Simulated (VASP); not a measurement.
Write the native input for VASP 6.6.1 that does the following.

* Task: single point
* Functional: PBE
* Potentials or basis: VASP PAW PBE potentials, release 64 (H, Mo_sv)
* Cutoff: 500 eV
* k mesh: 4 × 4 × 3
* Occupations: gaussian, width 0.15 eV
* Spin: no spin polarisation
* Dipole correction: no
* Further INCAR settings: ALGO = Normal; EDIFF = 1e-06; NBANDS = 19

The structure of MoH6 lies in POSCAR:

```
MoH6
1.0
    3.1237465047     -0.0000000024      0.0000000000
   -1.5618732502      2.7052438292      0.0000000000
    0.0000000000      0.0000000000      4.5472663100
H Mo
6 1
Direct
    0.3333333333      0.6666666667      0.5000000000
    0.6666666667      0.3333333333      0.5000000000
    0.0000000000      0.0000000000      0.0000000000
    0.5000000000      0.0000000000      0.0000000000
    0.0000000000      0.5000000000      0.0000000000
    0.5000000000      0.5000000000      0.0000000000
    0.0000000000      0.0000000000      0.5000000000
```

These files were run (other wordings do the same):

INCAR

```
SYSTEM = MoH6
  PREC = Accurate
  ENCUT = 500
  EDIFF = 1E-6
  ISMEAR = 0
  SIGMA = 0.15
  LREAL = .False.
  LASPH = .True.
  NELM = 120
  ALGO = Normal
  ISIF = 2
  LWAVE = .False.
  LCHARG = .False.
  GGA = PE
  NBANDS = 19
  GGA_COMPAT = .False.
```

KPOINTS

```
regular mesh
0
Gamma
  4 4 3
  0 0 0
```

Potentials or basis: VASP PAW PBE potentials, release 64 (H, Mo_sv).

Run with:

```console
$ cat potpaw_PBE.64/H/POTCAR potpaw_PBE.64/Mo_sv/POTCAR > POTCAR
$ mpirun -np 1 vasp_std > vasp.out
```

It gave:

| Item | Value |
| --- | --- |
| Pressure | -0.4 GPa |
| Band gap on the k mesh | zero (band 10 reaches 6.73 eV, above the bottom of band 11 at 5.29 eV) |

Caveat: the k points lie up to 0.58 Å⁻¹ apart.

It took 24 s on 1 thread of AMD EPYC 7R43 64-Core Processor (Zen 3) (shared host), peak memory 0.11 GiB.
